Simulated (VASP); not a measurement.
# YAlSe3 (Pm-3m) in VASP: single point with PBE

Aim: the single point of YAlSe3 with PBE.

Everything below comes from runs of VASP 6.6.1. Logs are shortened: lines on timing, memory, paths and dates and some standing lists are left out, and cuts for length are marked.

## (1) The cell of the first run

Symmetry: Pm-3m, No. 221, cubic system. The conventional cell has a = 4.811 Å, b = 4.811 Å, c = 4.811 Å, α = 90.00°, β = 90.00°, γ = 90.00°. Within 4.5 Å of Y (site symmetry m-3m) lie 12 Se at 3.40 Å and 8 Al at 4.17 Å. Al (site symmetry m-3m) has 6 Se at 2.41 Å within 3.2 Å. Se (site symmetry 4/mmm) has 2 Al at 2.41 Å within 3.2 Å.

## (2) Single point, PBE

INCAR

```
SYSTEM = YAlSe3
PREC = Accurate
ENCUT = 520
EDIFF = 1E-7
ISMEAR = 0
SIGMA = 0.1
LREAL = .FALSE.
LASPH = .TRUE.
NELM = 80
ALGO = Normal
ISIF = 2
LWAVE = .FALSE.
LCHARG = .FALSE.
GGA = PE
NBANDS = 24
```

KPOINTS

```
Automatic mesh
0
G
  4 4 4
  0 0 0
```

POSCAR

```
YAlSe3
1.0
    4.8109510900      0.0000000000      0.0000000000
    0.0000000000      4.8109510900      0.0000000000
    0.0000000000      0.0000000000      4.8109510900
Y Al Se
1 1 3
Direct
    0.0000000000      0.0000000000      0.0000000000
    0.5000000000      0.5000000000      0.5000000000
    0.0000000000      0.5000000000      0.5000000000
    0.5000000000      0.0000000000      0.5000000000
    0.5000000000      0.5000000000      0.0000000000
```

Potentials or basis: VASP PAW PBE potentials, release 64 (Y_sv, Al, Se).

The run is started by

```bash
$ cat potpaw_PBE.64/Y_sv/POTCAR potpaw_PBE.64/Al/POTCAR potpaw_PBE.64/Se/POTCAR > POTCAR
$ mpirun -np 1 vasp_std > vasp.out
```

OUTCAR:

```text
SYSTEM = YAlSe3
   PREC = Accurate
   ENCUT = 520
   EDIFF = 1E-7
   ISMEAR = 0
   LREAL = .FALSE.
   LASPH = .TRUE.
   NELM = 80
   ISIF = 2
   GGA = PE

 ion  position               nearest neighbor table
   1  0.000  0.000  0.000-   3 3.40   4 3.40   5 3.40   3 3.40   4 3.40   3 3.40   5 3.40   3 3.40
                             4 3.40   5 3.40   4 3.40   5 3.40
   2  0.500  0.500  0.500-   3 2.41   4 2.41   5 2.41   5 2.41   4 2.41   3 2.41
   3  0.000  0.500  0.500-   2 2.41   2 2.41   1 3.40   1 3.40   1 3.40   1 3.40
   4  0.500  0.000  0.500-   2 2.41   2 2.41   1 3.40   1 3.40   1 3.40   1 3.40
   5  0.500  0.500  0.000-   2 2.41   2 2.41   1 3.40   1 3.40   1 3.40   1 3.40

  LATTYP: Found a simple cubic cell.
 ALAT       =     4.8109510900

  Lattice vectors:

 A1 = (   4.8109510900,   0.0000000000,   0.0000000000)
 A2 = (   0.0000000000,   4.8109510900,   0.0000000000)
 A3 = (   0.0000000000,   0.0000000000,   4.8109510900)

Analysis of symmetry for initial positions (statically):
=====================================================================
 Subroutine PRICEL returns:
 Original cell was already a primitive cell.

 Routine SETGRP: Setting up the symmetry group for a
 simple cubic supercell.

 Subroutine GETGRP returns: Found 48 space group operations
[... 9 lines left out ...]

 Routine SETGRP: Setting up the symmetry group for a
 simple cubic supercell.

 Subroutine GETGRP returns: Found 48 space group operations
[... 11 lines left out ...]
                                     Primitive cell

  volume of cell :     111.3507

  direct lattice vectors                    reciprocal lattice vectors
     4.810951090  0.000000000  0.000000000     0.207859108  0.000000000  0.000000000
     0.000000000  4.810951090  0.000000000     0.000000000  0.207859108  0.000000000
     0.000000000  0.000000000  4.810951090     0.000000000  0.000000000  0.207859108

  length of vectors
     4.810951090  4.810951090  4.810951090     0.207859108  0.207859108  0.207859108

  position of ions in fractional coordinates (direct lattice)
     0.000000000  0.000000000  0.000000000
     0.500000000  0.500000000  0.500000000
     0.000000000  0.500000000  0.500000000
     0.500000000  0.000000000  0.500000000
     0.500000000  0.500000000  0.000000000

  ion indices of the primitive-cell ions
   primitive index   ion index
                 1           1
                 2           2
                 3           3
                 4           4
                 5           5

----------------------------------------------------------------------------------------

 KPOINTS: Automatic mesh

Automatic generation of k-mesh.
 Grid dimensions read from file:
 generate k-points for:    4    4    4

 Generating k-lattice:

  Cartesian coordinates                     Fractional coordinates (reciprocal lattice)
     0.051964777  0.000000000  0.000000000     0.250000000  0.000000000  0.000000000
     0.000000000  0.051964777  0.000000000     0.000000000  0.250000000  0.000000000
     0.000000000  0.000000000  0.051964777     0.000000000  0.000000000  0.250000000

  Length of vectors
     0.051964777  0.051964777  0.051964777

  Shift w.r.t. Gamma in fractional coordinates (k-lattice)
     0.000000000  0.000000000  0.000000000

 Subroutine IBZKPT returns following result:
 ===========================================

 Found     10 irreducible k-points:

 Following reciprocal coordinates:
            Coordinates               Weight
  0.000000  0.000000  0.000000      1.000000
  0.250000  0.000000  0.000000      6.000000
  0.500000  0.000000  0.000000      3.000000
  0.250000  0.250000  0.000000     12.000000
  0.500000  0.250000  0.000000     12.000000
  0.500000  0.500000  0.000000      3.000000
  0.250000  0.250000  0.250000      8.000000
  0.500000  0.250000  0.250000     12.000000
  0.500000  0.500000  0.250000      6.000000
  0.500000  0.500000  0.500000      1.000000
   k-points           NKPTS =     10   k-points in BZ     NKDIM =     10   number of bands    NBANDS=     24
   number of dos      NEDOS =    301   number of ions     NIONS =      5
   total plane-waves  NPLWV =  46656
   dimension x,y,z NGX =    36 NGY =   36 NGZ =   36
   dimension x,y,z NGXF=    72 NGYF=   72 NGZF=   72
   ions per type =               1   1   3
   NGX,Y,Z   is equivalent  to a cutoff of  12.44, 12.44, 12.44 a.u.
   NGXF,Y,Z  is equivalent  to a cutoff of  24.88, 24.88, 24.88 a.u.
 SYSTEM =  YAlSe3
   PREC   = accura    normal or accurate (medium, high low for compatibility)
   ISTART =      0    job   : 0-new  1-cont  2-samecut
   ICHARG =      2    charge: 1-file 2-atom 10-const
   ISPIN  =      1    spin polarized calculation?
   LNONCOLLINEAR =      F non collinear calculations
   LSORBIT =      F    spin-orbit coupling
   LASPH  =      T    aspherical Exc in radial PAW
   ENCUT  =  520.0 eV  38.22 Ry    6.18 a.u.   8.95  8.95  8.95*2*pi/ulx,y,z
   NELM   =     80;   NELMIN=  2; NELMDL= -5     # of ELM steps
   EDIFF  = 0.1E-06   stopping-criterion for ELM
   LREAL  =      F    real-space projection
   EDIFFG = 0.1E-05   stopping-criterion for IOM
   NSW    =      0    number of steps for IOM
   IBRION =     -1    ionic relax: 0-MD 1-quasi-New 2-CG
   NFREE  =      0    steps in history (QN), initial steepest desc. (CG)
   ISIF   =      2    stress and relaxation
   ISYM   =      2    0-nonsym 1-usesym 2-fastsym
   POTIM  = 0.5000    time-step for ionic-motion
   TEBEG  =    0.0;   TEEND  =   0.0 temperature during run
   PSTRESS=    0.0 pullay stress
   NELECT =      32.0000    total number of electrons
   NUPDOWN=      -1.0000    fix difference up-down
   EMIN   =  10.00;   EMAX   =-10.00  energy-range for DOS
   EFERMI =   0.00;   METHOD = LEGACY
   ISMEAR =     0;   SIGMA  =   0.10  broadening in eV -4-tet -1-fermi 0-gaus
   EFERMI_NEDOS =   21; number of points for ismear=-14 and -15
   IALGO  =     38    algorithm
   IMIX   =      4    mixing-type and parameters
     AMIX     =   0.40;   BMIX     =  1.00
     AMIX_MAG =   1.60;   BMIX_MAG =  1.00
  volume/ion in A,a.u.               =      22.27       150.29
  Fermi-wavevector in a.u.,A,eV,Ry     =   1.080340  2.041547 15.879836  1.167135
  Thomas-Fermi vector in A             =   2.216329
   LORBIT       =      0    0 simple, 1 ext, 2 COOP (PROOUT), +10 PAW based schemes
   GGA     = PE    functional components
   LHFCALC =     F    Hartree Fock is set to
   AEXX    =    0.0000 exact exchange contribution
   IVDW    =     0    specifies the selected vdW correction
   LEPSILON=     F    determine dielectric tensor
   LRPA    =     F    only Hartree local field effects (RPA)
 non-spin polarized calculation
 Gauss-broadening in eV      SIGMA  =   0.10
  energy-cutoff  :      520.00
  volume of cell :      111.35
 maximum number of plane-waves:      3016
 NGX is ok and might be reduce to    36
   NGX = 17   NGY = 17   NGZ = 17

 number of electron      31.9999997 magnetization

 Free energy of the ion-electron system (eV)
  ---------------------------------------------------
  ext. energy  EPLUGINS =         0.00000000
  ---------------------------------------------------
  free energy    TOTEN  =       -24.59498948 eV

  energy without entropy =      -24.58817654  energy(sigma->0) =      -24.59158301

 E-fermi :   5.2200     XC(G=0):  -9.9154

 val. band max:        5.1109418737   @ k =   0.2500   0.0000   0.0000
 cond. band min:       5.2384085064   @ k =   0.5000   0.5000   0.2500
 fundamental gap:      0.1274666327
 Fermi energy:         5.2199761912

 k-point     1 :       0.0000    0.0000    0.0000
  band No.  band energies     occupation
      1     -39.3678      2.00000
      2     -19.2209      2.00000
      3     -19.2209      2.00000
      4     -19.2209      2.00000
      5      -9.6090      2.00000
      6      -6.9685      2.00000
[... 16 lines left out ...]
     23       7.3005      0.00000
     24      10.8192      0.00000

 k-point     2 :       0.2500    0.0000    0.0000
  band No.  band energies     occupation
      1     -39.3676      2.00000
      2     -19.2284      2.00000
      3     -19.2201      2.00000
      4     -19.2201      2.00000
      5      -9.3500      2.00000
      6      -7.3969      2.00000
[... 16 lines left out ...]
     23       8.9066      0.00000
     24      10.3352      0.00000

 k-point     3 :       0.5000    0.0000    0.0000
  band No.  band energies     occupation
      1     -39.3675      2.00000
      2     -19.2359      2.00000
      3     -19.2193      2.00000
      4     -19.2193      2.00000
      5      -8.9131      2.00000
      6      -7.9938      2.00000
[... 16 lines left out ...]
     23       8.8655      0.00000
     24       9.6707      0.00000

 k-point     4 :       0.2500    0.2500    0.0000
  band No.  band energies     occupation
      1     -39.3675      2.00000
      2     -19.2277      2.00000
      3     -19.2269      2.00000
      4     -19.2194      2.00000
      5      -9.1030      2.00000
      6      -7.4672      2.00000
[... 16 lines left out ...]
     23       9.5750      0.00000
     24      11.1442      0.00000

 k-point     5 :       0.5000    0.2500    0.0000
  band No.  band energies     occupation
      1     -39.3674      2.00000
      2     -19.2345      2.00000
      3     -19.2262      2.00000
      4     -19.2186      2.00000
      5      -8.6743      2.00000
      6      -7.9278      2.00000
[... 16 lines left out ...]
     23       8.8906      0.00000
     24      10.8077      0.00000

 k-point     6 :       0.5000    0.5000    0.0000
  band No.  band energies     occupation
      1     -39.3672      2.00000
      2     -19.2330      2.00000
      3     -19.2330      2.00000
      4     -19.2179      2.00000
      5      -8.1635      2.00000
      6      -7.8592      2.00000
[... 16 lines left out ...]
     23       9.2513      0.00000
     24       9.7673      0.00000

 k-point     7 :       0.2500    0.2500    0.2500
  band No.  band energies     occupation
      1     -39.3674      2.00000
      2     -19.2269      2.00000
      3     -19.2259      2.00000
      4     -19.2259      2.00000
      5      -8.8709      2.00000
      6      -7.4457      2.00000
[... 16 lines left out ...]
     23       9.4730      0.00000
     24       9.5088      0.00000

 k-point     8 :       0.5000    0.2500    0.2500
  band No.  band energies     occupation
      1     -39.3672      2.00000
      2     -19.2331      2.00000
      3     -19.2255      2.00000
      4     -19.2248      2.00000
      5      -8.4608      2.00000
      6      -7.8868      2.00000
[... 16 lines left out ...]
     23       8.8311      0.00000
     24       9.6949      0.00000

 k-point     9 :       0.5000    0.5000    0.2500
  band No.  band energies     occupation
      1     -39.3671      2.00000
      2     -19.2317      2.00000
      3     -19.2317      2.00000
      4     -19.2241      2.00000
      5      -8.0098      2.00000
      6      -7.8448      2.00000
[... 16 lines left out ...]
     23       9.3671      0.00000
     24       9.3671      0.00000

 k-point    10 :       0.5000    0.5000    0.5000
  band No.  band energies     occupation
      1     -39.3669      2.00000
      2     -19.2303      2.00000
      3     -19.2303      2.00000
      4     -19.2303      2.00000
      5      -7.8301      2.00000
      6      -7.8301      2.00000
[... 16 lines left out ...]
     23       9.0238      0.00000
     24       9.0238      0.00000

------------------------ aborting loop because EDIFF is reached ----------------------------------------

  FORCE on cell =-STRESS in cart. coord.  units (eV):
  Direction    XX          YY          ZZ          XY          YZ          ZX
  --------------------------------------------------------------------------------------
  -------------------------------------------------------------------------------------
  Total        2.7754805      2.7754805      2.7754805      0.0000000     -0.0000000     -0.0000000
  in kB       39.9352074     39.9352074     39.9352074      0.0000000     -0.0000000     -0.0000000
  external PRESSURE =      39.9352074 kB  Pullay stress =       0.0000000 kB

 VOLUME and BASIS-vectors are now :
 -----------------------------------------------------------------------------
  energy-cutoff  :      520.00
  volume of cell :      111.35
      direct lattice vectors                 reciprocal lattice vectors
     4.810951090  0.000000000  0.000000000     0.207859108  0.000000000  0.000000000
     0.000000000  4.810951090  0.000000000     0.000000000  0.207859108  0.000000000
     0.000000000  0.000000000  4.810951090     0.000000000  0.000000000  0.207859108

 POSITION                                       TOTAL-FORCE (eV/Angst)
 -----------------------------------------------------------------------------------
      0.00000      0.00000      0.00000         0.000000      0.000000      0.000000
      2.40548      2.40548      2.40548         0.000000      0.000000      0.000000
      0.00000      2.40548      2.40548         0.000000      0.000000      0.000000
      2.40548      0.00000      2.40548         0.000000      0.000000      0.000000
      2.40548      2.40548      0.00000         0.000000      0.000000      0.000000
 -----------------------------------------------------------------------------------
    total drift:                                0.000000      0.000000      0.000000

  FREE ENERGIE OF THE ION-ELECTRON SYSTEM (eV)
  ---------------------------------------------------
  free  energy   TOTEN  =       -24.5949894842 eV

  energy  without entropy=      -24.5881765413  energy(sigma->0) =      -24.59158301
```

Wall time 33 s (1 thread of AMD EPYC 7R43 (Zen 3), shared host); peak memory 0.19 GiB.

What came out:

```
Free energy            : -24.5950 eV
Pressure               : 4.0 GPa
Band gap on the k mesh : zero (band 16 reaches 5.52 eV, above the bottom of band 17 at 4.37 eV)
```
